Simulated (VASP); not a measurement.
# TiB2 (P6/mmm) in VASP: further runs

TiB2 is run at these levels: PBEsol; tasks: single point.

Program: VASP 6.6.1. These are calculated values, not measurements. Logs are shortened: lines on timing, memory, paths and dates and some standing lists are left out, and cuts for length are marked.

## Step 1: The cell of the first run

Symmetry: P6/mmm, No. 191, hexagonal system. Conventional cell: a = 2.972 Å, b = 2.972 Å, c = 3.118 Å, α = 90.00°, β = 90.00°, γ = 120.00°. Within 3.2 Å of Ti (site symmetry 6/mmm) lie 12 B at 2.32 Å and 8 Ti at 2.97 to 3.12 Å. Within 2.4 Å of B (site symmetry -6m2) lie 3 B at 1.72 Å and 6 Ti at 2.32 Å.

## Step 2: Single point, PBEsol

INCAR reads:

```
SYSTEM = TiB2
PREC = Accurate
ENCUT = 520
EDIFF = 1E-7
ISMEAR = -1
SIGMA = 0.05
LREAL = .False.
LASPH = .True.
NELM = 80
ALGO = Normal
ISIF = 2
LWAVE = .False.
LCHARG = .False.
GGA = PS
NBANDS = 16
```

KPOINTS reads:

```
Automatic mesh
0
Gamma
  16 16 14
  0 0 0
```

POSCAR reads:

```
TiB2
1.0
    2.9720387619      0.0000000000      0.0000000000
   -1.4860193810      2.5738610689      0.0000000000
    0.0000000000      0.0000000000      3.1179098205
Ti B
1 2
Direct
    0.0000000000      0.0000000000      0.0000000000
    0.3333333333      0.6666666667      0.5000000000
    0.6666666667      0.3333333333      0.5000000000
```

Potentials or basis: VASP PAW PBE potentials, release 64 (Ti_sv, B).

Run with:

```sh
$ cat potpaw_PBE.64/Ti_sv/POTCAR potpaw_PBE.64/B/POTCAR > POTCAR
$ mpirun -np 1 vasp_std > vasp.out
```

OUTCAR:

```text
SYSTEM = TiB2
   PREC = Accurate
   ENCUT = 520
   EDIFF = 1E-7
   ISMEAR = -1
   LREAL = .False.
   LASPH = .True.
   NELM = 80
   ISIF = 2
   GGA = PS

 ion  position               nearest neighbor table
   1  0.000  0.000  0.000-   2 2.32   3 2.32   2 2.32   3 2.32   3 2.32   3 2.32   2 2.32   2 2.32
                             3 2.32   3 2.32   2 2.32   2 2.32
   2  0.333  0.667  0.500-   3 1.72   3 1.72   3 1.72   1 2.32   1 2.32   1 2.32   1 2.32   1 2.32
                             1 2.32
   3  0.667  0.333  0.500-   2 1.72   2 1.72   2 1.72   1 2.32   1 2.32   1 2.32   1 2.32   1 2.32
                             1 2.32

  LATTYP: Found a hexagonal cell.
 ALAT       =     2.9720387619
 C/A-ratio  =     1.0490811427

  Lattice vectors:

 A1 = (   2.9720387619,   0.0000000000,   0.0000000000)
 A2 = (  -1.4860193810,   2.5738610689,   0.0000000000)
 A3 = (   0.0000000000,   0.0000000000,   3.1179098205)

Analysis of symmetry for initial positions (statically):
=====================================================================
 Subroutine PRICEL returns:
 Original cell was already a primitive cell.

 Routine SETGRP: Setting up the symmetry group for a
 hexagonal supercell.

 Subroutine GETGRP returns: Found 24 space group operations
 (whereof 24 operations were pure point group operations)
 out of a pool of 24 trial point group operations.

The static configuration has the point symmetry D_6h.

Analysis of symmetry for dynamics (positions and initial velocities):
=====================================================================
 Subroutine PRICEL returns:
 Original cell was already a primitive cell.

 Routine SETGRP: Setting up the symmetry group for a
 hexagonal supercell.

 Subroutine GETGRP returns: Found 24 space group operations
 (whereof 24 operations were pure point group operations)
 out of a pool of 24 trial point group operations.

The dynamic configuration has the point symmetry D_6h.

 Subroutine INISYM returns: Found 24 space group operations
 (whereof 24 operations are pure point group operations),
 and found     1 'primitive' translations

----------------------------------------------------------------------------------------

                                     Primitive cell

  volume of cell :      23.8508

  direct lattice vectors                    reciprocal lattice vectors
     2.972038762  0.000000000  0.000000000     0.336469367  0.194260679  0.000000000
    -1.486019381  2.573861069  0.000000000     0.000000000  0.388521359  0.000000000
     0.000000000  0.000000000  3.117909820     0.000000000  0.000000000  0.320727685

  length of vectors
     2.972038762  2.972038762  3.117909820     0.388521359  0.388521359  0.320727685

  position of ions in fractional coordinates (direct lattice)
     0.000000000  0.000000000  0.000000000
     0.333333333  0.666666667  0.500000000
     0.666666667  0.333333333  0.500000000

  ion indices of the primitive-cell ions
   primitive index   ion index
                 1           1
                 2           2
                 3           3

----------------------------------------------------------------------------------------

 KPOINTS: Automatic mesh

Automatic generation of k-mesh.
 Grid dimensions read from file:
 generate k-points for:   16   16   14

 Generating k-lattice:

  Cartesian coordinates                     Fractional coordinates (reciprocal lattice)
     0.021029335  0.012141292  0.000000000     0.062500000  0.000000000  0.000000000
     0.000000000  0.024282585  0.000000000     0.000000000  0.062500000  0.000000000
     0.000000000  0.000000000  0.022909120     0.000000000  0.000000000  0.071428571

  Length of vectors
     0.024282585  0.024282585  0.022909120

  Shift w.r.t. Gamma in fractional coordinates (k-lattice)
     0.000000000  0.000000000  0.000000000

 Subroutine IBZKPT returns following result:
 ===========================================

 Found    240 irreducible k-points:

 Following reciprocal coordinates:
            Coordinates               Weight
  0.000000  0.000000  0.000000      1.000000
  0.062500  0.000000  0.000000      6.000000
  0.125000  0.000000  0.000000      6.000000
  0.187500 -0.000000  0.000000      6.000000
  0.250000  0.000000  0.000000      6.000000
  0.312500  0.000000  0.000000      6.000000
[... 16 lines left out ...]
  0.187500  0.187500  0.000000      6.000000
  0.250000  0.187500  0.000000     12.000000
 [... further k-points ...]
   k-points           NKPTS =    240   k-points in BZ     NKDIM =    240   number of bands    NBANDS=     16
   number of dos      NEDOS =    301   number of ions     NIONS =      3
   total plane-waves  NPLWV =  13824
   dimension x,y,z NGX =    24 NGY =   24 NGZ =   24
   dimension x,y,z NGXF=    48 NGYF=   48 NGZF=   48
   ions per type =               1   2
   NGX,Y,Z   is equivalent  to a cutoff of  13.42, 13.42, 12.80 a.u.
   NGXF,Y,Z  is equivalent  to a cutoff of  26.85, 26.85, 25.59 a.u.
 SYSTEM =  TiB2
   PREC   = accura    normal or accurate (medium, high low for compatibility)
   ISTART =      0    job   : 0-new  1-cont  2-samecut
   ICHARG =      2    charge: 1-file 2-atom 10-const
   ISPIN  =      1    spin polarized calculation?
   LNONCOLLINEAR =      F non collinear calculations
   LSORBIT =      F    spin-orbit coupling
   LASPH  =      T    aspherical Exc in radial PAW
   ENCUT  =  520.0 eV  38.22 Ry    6.18 a.u.   5.53  5.53  5.80*2*pi/ulx,y,z
   NELM   =     80;   NELMIN=  2; NELMDL= -5     # of ELM steps
   EDIFF  = 0.1E-06   stopping-criterion for ELM
   LREAL  =      F    real-space projection
   EDIFFG = 0.1E-05   stopping-criterion for IOM
   NSW    =      0    number of steps for IOM
   IBRION =     -1    ionic relax: 0-MD 1-quasi-New 2-CG
   NFREE  =      0    steps in history (QN), initial steepest desc. (CG)
   ISIF   =      2    stress and relaxation
   ISYM   =      2    0-nonsym 1-usesym 2-fastsym
   POTIM  = 0.5000    time-step for ionic-motion
   TEBEG  =    0.0;   TEEND  =   0.0 temperature during run
   PSTRESS=    0.0 pullay stress
   NELECT =      18.0000    total number of electrons
   NUPDOWN=      -1.0000    fix difference up-down
   EMIN   =  10.00;   EMAX   =-10.00  energy-range for DOS
   EFERMI =   0.00;   METHOD = LEGACY
   ISMEAR =    -1;   SIGMA  =   0.05  broadening in eV -4-tet -1-fermi 0-gaus
   EFERMI_NEDOS =   21; number of points for ismear=-14 and -15
   IALGO  =     38    algorithm
   IMIX   =      4    mixing-type and parameters
     AMIX     =   0.40;   BMIX     =  1.00
     AMIX_MAG =   1.60;   BMIX_MAG =  1.00
  volume/ion in A,a.u.               =       7.95        53.65
  Fermi-wavevector in a.u.,A,eV,Ry     =   1.490498  2.816632 30.226475  2.221583
  Thomas-Fermi vector in A             =   2.603272
   LORBIT       =      0    0 simple, 1 ext, 2 COOP (PROOUT), +10 PAW based schemes
   GGA     = PS    functional components
   LHFCALC =     F    Hartree Fock is set to
   AEXX    =    0.0000 exact exchange contribution
   IVDW    =     0    specifies the selected vdW correction
   LEPSILON=     F    determine dielectric tensor
   LRPA    =     F    only Hartree local field effects (RPA)
 non-spin polarized calculation
  energy-cutoff  :      520.00
  volume of cell :       23.85
 maximum number of plane-waves:       672
 NGX is ok and might be reduce to    24
   NGX = 11   NGY = 11   NGZ = 11

 number of electron      18.0000004 magnetization

 Free energy of the ion-electron system (eV)
  ---------------------------------------------------
  ext. energy  EPLUGINS =         0.00000000
  ---------------------------------------------------
  free energy    TOTEN  =       -25.73440724 eV

  energy without entropy =      -25.73235587  energy(sigma->0) =      -25.73338156

 E-fermi :  10.7288     XC(G=0): -13.2309

 val. band max:       10.7237240340   @ k =   0.0000   0.0000   0.3571
 cond. band min:      10.7434693814   @ k =   0.0625   0.0000   0.3571
 fundamental gap:      0.0197453474
 Fermi energy:        10.7287623134

 k-point     1 :       0.0000    0.0000    0.0000
  band No.  band energies     occupation
      1     -45.7751      2.00000
      2     -22.2406      2.00000
      3     -21.8921      2.00000
      4     -21.8921      2.00000
      5      -3.1195      2.00000
      6       7.8592      2.00000
[... 8 lines left out ...]
     15      16.6942      0.00000
     16      18.0727      0.00000

 k-point     2 :       0.0625    0.0000    0.0000
  band No.  band energies     occupation
      1     -45.7723      2.00000
      2     -22.2372      2.00000
      3     -21.9124      2.00000
      4     -21.8966      2.00000
      5      -3.0399      2.00000
      6       7.6421      2.00000
[... 8 lines left out ...]
     15      17.2522      0.00000
     16      18.3160      0.00000

 k-point     3 :       0.1250    0.0000    0.0000
  band No.  band energies     occupation
      1     -45.7645      2.00000
      2     -22.2275      2.00000
      3     -21.9701      2.00000
      4     -21.9096      2.00000
      5      -2.8046      2.00000
      6       7.0469      2.00000
[... 8 lines left out ...]
     15      18.4113      0.00000
     16      19.0453      0.00000

 k-point     4 :       0.1875   -0.0000    0.0000
  band No.  band energies     occupation
      1     -45.7527      2.00000
      2     -22.2130      2.00000
      3     -22.0555      2.00000
      4     -21.9289      2.00000
      5      -2.4225      2.00000
      6       6.2055      2.00000
[... 8 lines left out ...]
     15      19.2066      0.00000
     16      19.8309      0.00000
[... 324 lines left out ...]
 k-point    22 :       0.4375    0.1250    0.0000
  band No.  band energies     occupation
      1     -45.6997      2.00000
      2     -22.3830      2.00000
      3     -22.1478      2.00000
      4     -22.0594      2.00000
      5       1.2571      2.00000
      6       1.5273      2.00000
[... 8 lines left out ...]
     15      19.3573      0.00000
     16      20.5411      0.00000

 k-point    23 :       0.1875    0.1875    0.0000
  band No.  band energies     occupation
      1     -45.7217      2.00000
      2     -22.2376      2.00000
      3     -22.1748      2.00000
      4     -22.0185      2.00000
      5      -1.1263      2.00000
      6       4.5831      2.00000
[... 8 lines left out ...]
     15      19.9318      0.00000
     16      20.8433      0.00000

 k-point    24 :       0.2500    0.1875    0.0000
  band No.  band energies     occupation
      1     -45.7107      2.00000
      2     -22.2913      2.00000
      3     -22.1613      2.00000
      4     -22.0590      2.00000
      5      -0.4517      2.00000
      6       3.8568      2.00000
[... 8 lines left out ...]
     15      19.9821      0.00000
     16      21.1696      0.00000

 [... further k-points ...]

------------------------ aborting loop because EDIFF is reached ----------------------------------------

  FORCE on cell =-STRESS in cart. coord.  units (eV):
  Direction    XX          YY          ZZ          XY          YZ          ZX
  --------------------------------------------------------------------------------------
  -------------------------------------------------------------------------------------
  Total        2.3001562      2.3001562      2.2748098     -0.0000000      0.0000000     -0.0000000
  in kB      154.5129163    154.5129163    152.8102707     -0.0000000      0.0000000     -0.0000000
  external PRESSURE =     153.9453677 kB  Pullay stress =       0.0000000 kB

 VOLUME and BASIS-vectors are now :
 -----------------------------------------------------------------------------
  energy-cutoff  :      520.00
  volume of cell :       23.85
      direct lattice vectors                 reciprocal lattice vectors
     2.972038762  0.000000000  0.000000000     0.336469367  0.194260679  0.000000000
    -1.486019381  2.573861069  0.000000000     0.000000000  0.388521359  0.000000000
     0.000000000  0.000000000  3.117909820     0.000000000  0.000000000  0.320727685

 POSITION                                       TOTAL-FORCE (eV/Angst)
 -----------------------------------------------------------------------------------
      0.00000      0.00000      0.00000         0.000000      0.000000     -0.000000
     -0.00000      1.71591      1.55895         0.000000      0.000000      0.000000
      1.48602      0.85795      1.55895        -0.000000     -0.000000     -0.000000
 -----------------------------------------------------------------------------------
    total drift:                               -0.000000      0.000000      0.000000

  FREE ENERGIE OF THE ION-ELECTRON SYSTEM (eV)
  ---------------------------------------------------
  free  energy   TOTEN  =       -25.7344072415 eV

  energy  without entropy=      -25.7323558730  energy(sigma->0) =      -25.73338156
```

It took 1.8 min on 1 thread of Intel Xeon 8259CL, shared host; peak memory 0.21 GiB.

Results:

```
Free energy            : -25.7344 eV
Pressure               : 15.4 GPa
Band gap on the k mesh : zero (bands 9 and 10 overlap by 0.68 eV)
```

Caveat: the cell stands under pressure; the PAW data sets were made with another functional, which shifts forces and pressure a little.

## Step 3: Single point, PBEsol

This run uses another cell than the first one, of 8.08 Å³/atom.

INCAR reads:

```
PREC = Accurate ; ENCUT = 520
EDIFF = 1E-6 ; ISMEAR = -1
SIGMA = 0.05 ; LREAL = F
LASPH = T ; NELM = 100
ALGO = Normal ; ISIF = 2
LWAVE = F ; LCHARG = F
GGA = PS ; NBANDS = 16
```

KPOINTS reads:

```
regular mesh
0
Gamma
  16 16 14
```

POSCAR reads:

```
TiB2
1.0
    2.9861116727      0.0000000000      0.0000000000
   -1.4930558364      2.5860485671      0.0000000000
    0.0000000000      0.0000000000      3.1386657953
Ti B
1 2
Direct
    0.0000000000      0.0000000000      0.0000000000
    0.3333333333      0.6666666667      0.5000000000
    0.6666666667      0.3333333333      0.5000000000
```

Potentials or basis: VASP PAW PBE potentials, release 64 (Ti_sv, B).

Run with:

```sh
$ cat potpaw_PBE.64/Ti_sv/POTCAR potpaw_PBE.64/B/POTCAR > POTCAR
$ mpirun -np 1 vasp_std > vasp.out
```

Run time: 1.7 min. Hardware: 1 thread of Intel Xeon 8259CL, shared host; peak memory 0.21 GiB.

Results (log left out):

```
Free energy            : -25.7657 eV
Pressure               : 10.4 GPa
Band gap on the k mesh : zero (bands 9 and 10 overlap by 0.66 eV)
```

Stress tensor (GPa, compression positive):
```
10.49  0.00  0.00
 0.00 10.49  0.00
 0.00  0.00 10.33
```

Levels at points of the mesh, in eV from the Fermi level:
```csv
k point,band 7,band 8,band 9,band 10,band 11,band 12
"(0.00, 0.00, 0.00)",-2.82,-2.26,-2.16,2.07,2.07,4.04
"(0.50, 0.00, 0.00)",-3.37,-3.30,-2.46,1.47,2.94,3.48
"(0.00, 0.00, 0.50)",-0.58,-0.58,-0.30,-0.30,0.45,0.45
"(0.50, 0.00, 0.50)",-4.91,-4.05,-3.17,2.79,3.15,5.01
```

Caveat: the cell stands under pressure; the PAW data sets were made with another functional, which shifts forces and pressure a little.

## Step 4: Single point, PBEsol

This run uses another cell than the first one, of 8.16 Å³/atom.

INCAR reads:

```
  PREC = Accurate
  ENCUT = 520
  EDIFF = 1E-7
  ISMEAR = -1
  SIGMA = 0.05
  LREAL = F
  LASPH = T
  NELM = 60
  ALGO = Normal
  ISIF = 2
  LWAVE = F
  LCHARG = F
  GGA = PS
  NBANDS = 16
```

KPOINTS reads:

```
Automatic mesh
0
Gamma
  16 16 14
```

POSCAR reads:

```
TiB2
1.0
    2.9951508120      0.0000000000      0.0000000000
   -1.4975754060      2.5938766913      0.0000000000
    0.0000000000      0.0000000000      3.1518280273
Ti B
1 2
Direct
    0.0000000000      0.0000000000      0.0000000000
    0.3333333333      0.6666666667      0.5000000000
    0.6666666667      0.3333333333      0.5000000000
```

Run with:

```sh
$ cat potpaw_PBE.64/Ti_sv/POTCAR potpaw_PBE.64/B/POTCAR > POTCAR
$ mpirun -np 1 vasp_std > vasp.out
```

Run time: 2.3 min. Hardware: 1 thread of Intel Xeon 8259CL, shared host; peak memory 0.21 GiB.

The run converged. Its results:

| Quantity | Value |
| --- | --- |
| Free energy | -25.7796 eV |
| Pressure | 7.3 GPa |
| Band gap on the k mesh | zero (bands 9 and 10 overlap by 0.65 eV) |

Stress tensor (GPa, compression positive):
```
7.38 0.00 0.00
0.00 7.38 0.00
0.00 0.00 7.27
```

Levels at points of the mesh, in eV from the Fermi level:
```
           k point  band 5  band 6  band 7  band 8  band 9  band 10  band 11  band 12  band 13  band 14
(0.00, 0.00, 0.00)  -13.72   -2.79   -2.79   -2.24   -2.18     2.03     2.03     3.98     3.98     5.86
(0.50, 0.00, 0.00)   -9.60   -9.28   -3.35   -3.28   -2.43     1.44     2.90     3.43     3.59     7.81
(0.00, 0.00, 0.50)  -11.58   -7.80   -0.58   -0.58   -0.29    -0.29     0.45     0.45     1.90     6.61
(0.50, 0.00, 0.50)   -9.93   -7.59   -4.87   -4.02   -3.17     2.74     3.11     4.92     4.96     5.62
```

Caveat: the cell stands under pressure; the PAW data sets were made with another functional, which shifts forces and pressure a little.

## Step 5: Single point, PBEsol

This run uses another cell than the first one, of 8.25 Å³/atom.

INCAR reads:

```
SYSTEM = TiB2
PREC = Accurate ; ENCUT = 520
EDIFF = 1E-7 ; ISMEAR = -1
SIGMA = 0.05 ; LREAL = .FALSE.
LASPH = .TRUE. ; NELM = 80
ALGO = Normal ; ISIF = 2
LWAVE = .FALSE. ; LCHARG = .FALSE.
GGA = PS ; NBANDS = 16
```

KPOINTS reads:

```
regular mesh
0
G
  16 16 14
  0 0 0
```

POSCAR reads:

```
TiB2
1.0
    3.0043428618      0.0000000000      0.0000000000
   -1.5021714309      2.6018372400      0.0000000000
    0.0000000000      0.0000000000      3.1656440639
Ti B
1 2
Direct
    0.0000000000      0.0000000000      0.0000000000
    0.3333333333      0.6666666667      0.5000000000
    0.6666666667      0.3333333333      0.5000000000
```

Run with:

```sh
$ cat potpaw_PBE.64/Ti_sv/POTCAR potpaw_PBE.64/B/POTCAR > POTCAR
$ mpirun -np 1 vasp_std > vasp.out
```

Wall time 2.1 min (1 thread of Intel Xeon 8259CL, shared host); peak memory 0.21 GiB.

The run converged. Its results:

```
Free energy            : -25.7892 eV
Pressure               : 4.4 GPa
Band gap on the k mesh : zero (bands 9 and 10 overlap by 0.64 eV)
```

Stress tensor (GPa, compression positive):
```
4.39 0.00 0.00
0.00 4.39 0.00
0.00 0.00 4.28
```

Levels at points of the mesh, in eV from the Fermi level:
| k point | band 6 | band 7 | band 8 | band 9 | band 10 | band 11 | band 12 | band 13 |
| --- | --- | --- | --- | --- | --- | --- | --- | --- |
| (0.00, 0.00, 0.00) | -2.76 | -2.76 | -2.22 | -2.19 | 2.00 | 2.00 | 3.92 | 3.92 |
| (0.50, 0.00, 0.00) | -9.27 | -3.34 | -3.26 | -2.41 | 1.42 | 2.86 | 3.38 | 3.54 |
| (0.00, 0.00, 0.50) | -7.76 | -0.57 | -0.57 | -0.28 | -0.28 | 0.44 | 0.44 | 1.86 |
| (0.50, 0.00, 0.50) | -7.57 | -4.82 | -3.98 | -3.17 | 2.69 | 3.06 | 4.83 | 4.88 |

Caveat: the cell stands under pressure; the PAW data sets were made with another functional, which shifts forces and pressure a little.

## Step 6: Overview

| cell | gap on the mesh (eV) | pressure (GPa) |
| --- | --- | --- |
| a = 2.972, b = 2.972, c = 3.118 Å, angles 90.0, 90.0, 120.0°, 3 atoms | none | 15.4 |
| a = 2.986, b = 2.986, c = 3.139 Å, angles 90.0, 90.0, 120.0°, 3 atoms | none | 10.4 |
| a = 2.995, b = 2.995, c = 3.152 Å, angles 90.0, 90.0, 120.0°, 3 atoms | none | 7.3 |
| a = 3.004, b = 3.004, c = 3.166 Å, angles 90.0, 90.0, 120.0°, 3 atoms | none | 4.4 |

Alike in all rows: task single point; level PBEsol; potentials or basis VASP PAW PBE potentials, release 64 (Ti_sv, B); no spin polarisation; k mesh 16 × 16 × 14; cutoff (eV) 520; smearing fermi-dirac 0.05 eV.

Caveats: the cell stands under pressure; the PAW data sets were made with another functional, which shifts forces and pressure a little.

Absolute energies hang on the potentials; compare differences alone.

The gap in the log of VASP goes by the Fermi energy; the results here count the filled bands.